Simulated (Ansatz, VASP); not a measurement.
# BAs: VASP beside Ansatz

Contents of INCAR:

```
ALGO = Normal
EDIFF = 1E-7
EDIFFG = -0.002
ENCUT = 500
GGA = PE
GGA_COMPAT = F
IBRION = 2
ISIF = 3
ISMEAR = 0
IVDW = 12
LASPH = T
LCHARG = F
LREAL = F
LWAVE = F
NELM = 120
NELMIN = 4
NSW = 100
PREC = Accurate
SIGMA = 0.02
```

File KPOINTS:

```
k-points
0
Gamma
  10 10 10
```

The input POSCAR:

```
BAs
1.0
    0.0000000000      2.3850000000      2.3850000000
    2.3850000000      0.0000000000      2.3850000000
    2.3850000000      2.3850000000      0.0000000000
B As
1 1
Direct
    0.0000000000      0.0000000000      0.0000000000
    0.2500000000      0.2500000000      0.2500000000
```

Input for Ansatz:

```yaml
crystal:
  lattice:
    - [0.0, 2.385, 2.385]
    - [2.385, 0.0, 2.385]
    - [2.385, 2.385, 0.0]
  atoms:
    - { symbol: B, position: [0.0, 0.0, 0.0] }
    - { symbol: As, position: [0.25, 0.25, 0.25] }
basis:
  ecutwfc: 420
kpoints:
  mp_grid: { grid: [10, 10, 10] }
hamiltonian:
  xc: pbe
  dispersion: d3bj
  pseudopotentials: { kind: paw, azcp: { folder: soft_1 } }
scf:
  occupations: { method: gaussian, width: 0.02 }
output:
  forces: true
  stress: true
  eigenvalues: true
relax:
  adjacent_minimum: "off"
  f_tol: 0.002
  max_steps: 80
  cell: { stress_tol: 0.02 }
```

Alike in both runs: task relaxation of cell and atoms; functional PBE; dispersion D3(BJ); k mesh 10 × 10 × 10; occupations gaussian, width 0.02 eV; no spin polarisation.

|  | VASP | Ansatz |
| --- | --- | --- |
| version | VASP 6.6.1 | Ansatz 0.2.0 |
| potentials or method | VASP PAW PBE potentials, release 64 (B, As), cutoff 500 eV | scalar-relativistic, plane waves, PAW |
| valence electrons in the cell | 8 | 18 |

Ansatz gave:

| Quantity | Value |
| --- | --- |
| gap on the k mesh at the Fermi level, each at its own relaxed structure (eV) | 1.18 |
| relaxed volume (Å³/atom) | 13.52 |
| relaxed cell length with the largest relative difference (Å) | 3.369 |

Task: Estimate VASP's values.

Result: gap on the k mesh at the Fermi level, each at its own relaxed structure (eV): 1.17; relaxed volume (Å³/atom): 13.58; relaxed cell length with the largest relative difference (Å): 3.374.

VASP's potentials hold 8 valence electrons a cell and Ansatz's 18, so a difference there can come from the potentials and not from the codes.
